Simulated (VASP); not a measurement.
Input of a VASP 6.6.1 run:

INCAR

```
PREC     = Accurate       # precision mode
ENCUT    = 520            # plane-wave cutoff, eV
EDIFF    = 1E-6           # SCF threshold, eV
ISMEAR   = -1             # smearing method
SIGMA    = 0.05           # smearing width, eV
LREAL    = F              # projectors in reciprocal space
LASPH    = T              # aspherical terms in the spheres
NELM     = 150            # most SCF steps
ALGO     = Normal         # electronic algorithm
ISIF     = 2              # what is computed and relaxed
LWAVE    = F              # write WAVECAR
LCHARG   = T              # write CHGCAR
ISPIN    = 2              # spin polarisation
MAGMOM   = 4 0            # initial moments
LORBIT   = 11             # projections on sites
LMAXMIX  = 4              # l up to which the mixer works
GGA      = RE             # functional
LELF     = T              # ELF
LVHAR    = T            
NBANDS   = 20             # bands
```

The input KPOINTS:

```
regular mesh
0
Gamma
  6 6 6
```

Contents of POSCAR:

```
MnO
1.0
    0.0000000000      2.2239077028      2.2239077028
    2.2239077028      0.0000000000      2.2239077028
    2.2239077028      2.2239077028      0.0000000000
Mn O
1 1
Direct
    0.0000000000      0.0000000000      0.0000000000
    0.5000000000      0.5000000000      0.5000000000
```

Potentials or basis: VASP PAW PBE potentials, release 64 (Mn_pv, O).

Run with:

```bash
$ cat potpaw_PBE.64/Mn_pv/POTCAR potpaw_PBE.64/O/POTCAR > POTCAR
$ mpirun -np 1 vasp_std > vasp.out
```

Task: What does it give for the net moment?

Result: 4.75 μB per cell.

Task: Predict the site moments.

Result: Mn +4.33; O +0.19 μB.

Caveat: the k points lie up to 0.41 Å⁻¹ apart; a cell with one magnetic atom can't hold antiferromagnetic order, which such compounds often take.
